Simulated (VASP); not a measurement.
Input of a VASP 6.6.1 run:

File INCAR:

```
PREC = Accurate
ENCUT = 520
EDIFF = 1E-6
ISMEAR = -1
SIGMA = 0.02
LREAL = False
LASPH = True
NELM = 80
ALGO = Normal
ISIF = 2
LWAVE = False
LCHARG = False
GGA = PS
NBANDS = 18
```

File KPOINTS:

```
Automatic mesh
0
Gamma
  7 7 6
```

Contents of POSCAR:

```
HfO2
1.0
    3.5546675039      0.0000000000      0.0000000000
   -1.7773337520      3.0784323604      0.0000000000
    0.0000000000      0.0000000000      2.6711219765
Hf O
1 2
Direct
    0.0000000000      0.0000000000      0.0000000000
    0.3333333333      0.6666666667      0.5000000000
    0.6666666667      0.3333333333      0.5000000000
```

Potentials or basis: VASP PAW PBE potentials, release 64 (Hf_pv, O).

Launch:

```sh
$ cat potpaw_PBE.64/Hf_pv/POTCAR potpaw_PBE.64/O/POTCAR > POTCAR
$ mpirun -np 1 vasp_std > vasp.out
```

Problem. What does it give for the band gap on the k mesh?

Solution. Zero (band 11 reaches 7.61 eV, above the bottom of band 12 at 5.83 eV).

Problem. Predict the pressure.

Solution. -3.0 GPa.

Caveat: the k points lie up to 0.39 Å⁻¹ apart; the PAW data sets were made with another functional, which shifts forces and pressure a little; spin-orbit coupling is left out, which moves the levels of the heavy elements.
